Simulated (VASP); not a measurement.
Here is a VASP 6.6.1 calculation.

File INCAR:

```
  PREC = Accurate
  ENCUT = 600
  EDIFF = 1E-7
  ISMEAR = 0
  SIGMA = 0.1
  LREAL = False
  LASPH = True
  NELM = 200
  ALGO = Normal
  ISIF = 3
  LWAVE = False
  LCHARG = False
  GGA = PE
  IBRION = 2
  NSW = 100
  EDIFFG = -0.01
  GGA_COMPAT = False
  NELMIN = 4
  LMAXMIX = 6
```

KPOINTS

```
regular mesh
0
Gamma
  10 10 10
```

File POSCAR:

```
DyBe2F2
1.0
    3.9019876103      0.0000000000      0.0000000000
    0.0000000000      3.9019876103      0.0000000000
    0.0000000000      0.0000000000      4.3034271923
Dy Be F
1 2 2
Direct
    0.0000000000      0.0000000000      0.0000000000
    0.5000000000      0.5000000000      0.7765067517
    0.5000000000      0.5000000000      0.2234932483
    0.5000000000      0.0000000000      0.5000000000
    0.0000000000      0.5000000000      0.5000000000
```

Potentials or basis: VASP PAW PBE potentials, release 64 (Dy_3, Be, F), 4f in core.

Command:

```console
$ cat potpaw_PBE.64/Dy_3/POTCAR potpaw_PBE.64/Be/POTCAR potpaw_PBE.64/F/POTCAR > POTCAR
$ mpirun -np 1 vasp_std > vasp.out
```

Question: What does it give for the space group after relaxing (to 0.1 Å)?

Answer: P4/mmm (No. 123).

Question: What does it give for the relaxed volume?

Answer: 13.08 Å³/atom.

Question: Estimate the relaxed cell.

Answer: a = 3.903 Å, b = 3.903 Å, c = 4.294 Å, α = 90.00°, β = 90.00°, γ = 90.00°.

The path:
```tsv
step	energy change (eV)	largest force (eV/Å)	pressure (GPa)	volume (Å³)
1	0.0000	0.0037	-0.09	65.52
2	-0.0001	0.0122	-0.02	65.45
3	-0.0001	0.0174	0.03	65.41
4	-0.0002	0.0047	0.02	65.42
```

Caveat: spin-orbit coupling is left out, which moves the levels of the heavy elements; the 4f electrons are frozen in the core, so they carry no moment and show no levels; an odd number of electrons without spin polarisation forces a metal; a magnetic or distorted state may lie lower; the run has no spin polarisation, though such a crystal can be magnetic. Spin polarisation is off, so any magnetic state and its effect on volume and gap are missing.
